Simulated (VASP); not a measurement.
# ZnO (Pm-3m) in VASP: notebook, part 2 of 2

VASP 6.6.1. The steps go on from the part before.

**3. Relaxation of cell and atoms, PBE-based screened hybrid with 25 % exact exchange**

The input, POSCAR:

```
ZnO
1.0
    2.6882100000      0.0000000000      0.0000000000
    0.0000000000      2.6882100000      0.0000000000
    0.0000000000      0.0000000000      2.6882100000
Zn O
1 1
Direct
    0.0000000000      0.0000000000      0.0000000000
    0.5000000000      0.5000000000      0.5000000000
```

The input, INCAR.step1:

```
SYSTEM = ZnO
  ALGO = Normal
  EDIFF = 1E-5
  ENCUT = 600
  GGA = PE
  ISMEAR = -1
  LASPH = .True.
  LCHARG = .False.
  LREAL = .False.
  LWAVE = .True.
  NBANDS = 16
  NELM = 80
  PREC = Accurate
  SIGMA = 0.05
```

The input, INCAR.step2:

```
SYSTEM = ZnO
  AEXX = 0.25
  ALGO = Normal
  EDIFF = 1E-7
  EDIFFG = -0.01
  ENCUT = 600
  GGA = PE
  HFSCREEN = 0.3
  IBRION = 2
  ISIF = 3
  ISMEAR = -1
  ISTART = 1
  LASPH = .True.
  LCHARG = .False.
  LHFCALC = .True.
  LREAL = .False.
  LWAVE = .False.
  NELM = 80
  NSW = 60
  PREC = Accurate
  PRECFOCK = Normal
  SIGMA = 0.05
```

The input, KPOINTS:

```
k-points
0
Gamma
  5 5 5
  0 0 0
```

Potentials or basis: VASP PAW PBE potentials, release 64 (Zn, O).

On the command line:

```console
> cat potpaw_PBE.64/Zn/POTCAR potpaw_PBE.64/O/POTCAR > POTCAR
> cp INCAR.step1 INCAR
> mpirun -np 1 vasp_std > vasp.out
> cp INCAR.step2 INCAR
> mpirun -np 1 vasp_std > vasp.out
```

OUTCAR:

```text
SYSTEM = ZnO
   AEXX = 0.25
   EDIFF = 1E-7
   EDIFFG = -0.01
   ENCUT = 600
   GGA = PE
   HFSCREEN = 0.3
   IBRION = 2
   ISIF = 3
   ISMEAR = -1
   ISTART = 1
   LASPH = .True.
   LHFCALC = .True.
   LREAL = .False.
   NELM = 80
   NSW = 60
   PREC = Accurate
   PRECFOCK = Normal

 ion  position               nearest neighbor table
   1  0.000  0.000  0.000-   2 2.33   2 2.33   2 2.33   2 2.33   2 2.33   2 2.33   2 2.33   2 2.33

   2  0.500  0.500  0.500-   1 2.33   1 2.33   1 2.33   1 2.33   1 2.33   1 2.33   1 2.33   1 2.33

  LATTYP: Found a simple cubic cell.
 ALAT       =     2.6882100000

  Lattice vectors:

 A1 = (   2.6882100000,   0.0000000000,   0.0000000000)
 A2 = (   0.0000000000,   2.6882100000,   0.0000000000)
 A3 = (   0.0000000000,   0.0000000000,   2.6882100000)

Analysis of symmetry for initial positions (statically):
=====================================================================
 Subroutine PRICEL returns:
 Original cell was already a primitive cell.

 Routine SETGRP: Setting up the symmetry group for a
 simple cubic supercell.

 Subroutine GETGRP returns: Found 48 space group operations
 (whereof 48 operations were pure point group operations)
 out of a pool of 48 trial point group operations.

The static configuration has the point symmetry O_h .

Analysis of symmetry for dynamics (positions and initial velocities):
=====================================================================
 Subroutine PRICEL returns:
 Original cell was already a primitive cell.

 Routine SETGRP: Setting up the symmetry group for a
 simple cubic supercell.

 Subroutine GETGRP returns: Found 48 space group operations
 (whereof 48 operations were pure point group operations)
 out of a pool of 48 trial point group operations.

The dynamic configuration has the point symmetry O_h .

 Subroutine INISYM returns: Found 48 space group operations
 (whereof 48 operations are pure point group operations),
 and found     1 'primitive' translations

----------------------------------------------------------------------------------------

                                     Primitive cell
[... 98 lines left out ...]
  Fermi-wavevector in a.u.,A,eV,Ry     =   1.596011  3.016023 34.657444  2.547250
  Thomas-Fermi vector in A             =   2.693840
   LORBIT       =      0    0 simple, 1 ext, 2 COOP (PROOUT), +10 PAW based schemes
   GGA     = PE    functional components
   LHFCALC =     T    Hartree Fock is set to
   PRECFOCK=normal    Normal, Fast or Accurate (Low or Medium for compatibility)
   ENCUT4O =  -1.0   cutoff for four orbital integrals eV
   NKREDX  =     1    reduce k-point grid by
   NKREDY  =     1    reduce k-point grid by
   NKREDZ  =     1    reduce k-point grid by
   AEXX    =    0.2500 exact exchange contribution
   HFSCREEN=    0.3000 screening length (either q_TF or 0.3 A-1)
   HFSCREENC=   0.3000 screening length for correlation (either q_TF or 0.3 A-1)
   ENCUTFOCK=  -1.0 apply spherical cutoff to Coloumb kernel
   IVDW    =     0    specifies the selected vdW correction
   LEPSILON=     F    determine dielectric tensor
   LRPA    =     F    only Hartree local field effects (RPA)
 conjugate gradient relaxation of ions
 non-spin polarized calculation
  energy-cutoff  :      600.00
  volume of cell :       19.43
 maximum number of plane-waves:       657
 NGX is ok and might be reduce to    24
  NGX = 18; NGY = 18; NGZ = 18

--------------------------------------- Ionic step        1  -------------------------------------------

 number of electron      18.0000000 magnetization

 Free energy of the ion-electron system (eV)
  ---------------------------------------------------
  ext. energy  EPLUGINS =         0.00000000
  ---------------------------------------------------
  free energy    TOTEN  =        -9.51660583 eV

  energy without entropy =       -9.51563335  energy(sigma->0) =       -9.51611959

 E-fermi :   2.4615     XC(G=0): -10.3255

 val. band max:        2.1807005210   @ k =   0.4000   0.4000   0.0000
 cond. band min:       2.5602456516   @ k =   0.0000   0.0000   0.0000
 fundamental gap:      0.3795451306
 Fermi energy:         2.4614518362

 k-point     1 :       0.0000    0.0000    0.0000
  band No.  band energies     occupation
      1     -17.8057      2.00000
      2      -5.5749      2.00000
      3      -5.5749      2.00000
      4      -4.5741      2.00000
      5      -4.5741      2.00000
      6      -4.5741      2.00000
      7       1.0574      2.00000
      8       1.0574      2.00000
      9       1.0574      2.00000
     10       2.5602      0.24352
     11      17.7626      0.00000
     12      17.7626      0.00000
     13      21.7087      0.00000
[... 213 lines left out ...]
--------------------------------------- Ionic step        3  -------------------------------------------

 number of electron      18.0000018 magnetization

 Free energy of the ion-electron system (eV)
  ---------------------------------------------------
  ext. energy  EPLUGINS =         0.00000000
  ---------------------------------------------------
  free energy    TOTEN  =        -9.53331346 eV

  energy without entropy =       -9.53321734  energy(sigma->0) =       -9.53326540

 E-fermi :   2.9410     XC(G=0): -10.5033

 val. band max:        2.5112851528   @ k =   0.4000   0.4000   0.0000
 cond. band min:       3.1839282716   @ k =   0.0000   0.0000   0.0000
 fundamental gap:      0.6726431188
 Fermi energy:         2.9410228474

 k-point     1 :       0.0000    0.0000    0.0000
  band No.  band energies     occupation
      1     -17.7767      2.00000
      2      -5.2807      2.00000
      3      -5.2807      2.00000
      4      -4.1915      2.00000
      5      -4.1915      2.00000
      6      -4.1915      2.00000
      7       1.3228      2.00000
      8       1.3228      2.00000
      9       1.3228      2.00000
     10       3.1839      0.01541
     11      18.3554      0.00000
     12      18.3554      0.00000
     13      22.6686      0.00000
[... 171 lines left out ...]
  FREE ENERGIE OF THE ION-ELECTRON SYSTEM (eV)
  ---------------------------------------------------
  free  energy   TOTEN  =        -9.5333134639 eV

  energy  without entropy=       -9.5332173398  energy(sigma->0) =       -9.53326540

 reached required accuracy - stopping structural energy minimisation
```

OUTCAR.step1:

```text
SYSTEM = ZnO
   EDIFF = 1E-5
   ENCUT = 600
   GGA = PE
   ISMEAR = -1
   LASPH = .True.
   LREAL = .False.
[... 394 lines left out ...]
      0.00000      0.00000      0.00000         0.000000      0.000000      0.000000
      1.34411      1.34411      1.34411         0.000000      0.000000      0.000000
 -----------------------------------------------------------------------------------
    total drift:                                0.000000      0.000000     -0.000000

  FREE ENERGIE OF THE ION-ELECTRON SYSTEM (eV)
  ---------------------------------------------------
  free  energy   TOTEN  =        -7.4816164782 eV

  energy  without entropy=       -7.4777319515  energy(sigma->0) =       -7.47967421
```

Wall time 24 min (1 thread of AMD EPYC 7R13 (Zen 3), shared host); peak memory 0.22 GiB.

Results:

```yaml
Free_energy: -9.5333 eV
Relaxed_volume: 9.33 Å³/atom
Relaxed_cell: a = 2.653 Å, b = 2.653 Å, c = 2.653 Å, α = 90.00°, β = 90.00°, γ = 90.00°
Space_group_after_relaxing_to_0.1_Å: Pm-3m (No. 221)
Energy_gained_by_relaxing: 8.4 meV/atom
Ionic_steps: 3
Pressure_after_relaxing: 0.0 GPa
Band_gap_on_the_k_mesh: 0.67 eV (least direct gap 1.86 eV)
```

Step by step:
```tsv
step	energy change (eV)	largest force (eV/Å)	pressure (GPa)	volume (Å³)
1	0.0000	0.0000	-6.75	19.43
2	-0.0124	0.0000	3.86	18.30
3	-0.0167	0.0000	-0.03	18.66
```

Final structure:
```
Zn O
1.0
     2.65253    0.00000    0.00000
     0.00000    2.65253    0.00000
     0.00000    0.00000    2.65253
Zn O
1 1
Cartesian
  0.0000 0.0000 0.0000
  1.3263 1.3263 1.3263
```

Levels at points of the mesh, in eV from the valence-band top:
```csv
k point,band 5,band 6,band 7,band 8,band 9,band 10,band 11,band 12,band 13
"(0.00, 0.00, 0.00)",-6.70,-6.70,-1.19,-1.19,-1.19,0.67,15.84,15.84,20.16
```

Caveat: the k points lie up to 0.47 Å⁻¹ apart in the final cell; the PAW data sets were made with another functional, which shifts forces and pressure a little; an odd mesh through Γ misses points on the zone boundary, where band edges can lie.
